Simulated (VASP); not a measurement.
Wanted: the native input for a VASP 6.6.1 run.

* Task: single point
* Functional: PBE
* Potentials or basis: VASP PAW PBE potentials, release 64 (Ba_sv, Te)
* Cutoff: 520 eV
* k mesh: 8 × 8 × 8
* Occupations: gaussian, width 0.05 eV
* Spin: no spin polarisation
* Dipole correction: no
* Further INCAR settings: ALGO = Normal; EDIFF = 1e-06; NBANDS = 15

The structure of BaTe lies in POSCAR:

```
BaTe
1.0
    0.0000000000      3.9165078297      3.9165078297
    3.9165078297      0.0000000000      3.9165078297
    3.9165078297      3.9165078297      0.0000000000
Ba Te
1 1
Direct
    0.0000000000      0.0000000000      0.0000000000
    0.2500000000      0.2500000000      0.2500000000
```

These files were run (other wordings do the same):

INCAR

```
SYSTEM = BaTe
ALGO = Normal
EDIFF = 1E-6
ENCUT = 520
GGA = PE
ISIF = 2
ISMEAR = 0
LASPH = .TRUE.
LCHARG = .FALSE.
LREAL = .FALSE.
LWAVE = .FALSE.
NBANDS = 15
NELM = 100
PREC = Accurate
SIGMA = 0.05
```

KPOINTS

```
k-points
0
G
  8 8 8
  0 0 0
```

Potentials or basis: VASP PAW PBE potentials, release 64 (Ba_sv, Te).

Command:

```console
$ cat potpaw_PBE.64/Ba_sv/POTCAR potpaw_PBE.64/Te/POTCAR > POTCAR
$ mpirun -np 1 vasp_std > vasp.out
```

It gave:

```json
{
 "Pressure": "0.2 GPa",
 "Band gap on the k mesh": "2.57 eV, indirect (least direct gap 2.92 eV)"
}
```

Caveat: spin-orbit coupling is left out, which moves the levels of the heavy elements.

It took 49 s on 1 thread of Intel(R) Xeon(R) Platinum 8488C (Sapphire Rapids) (shared host), peak memory 0.27 GiB.
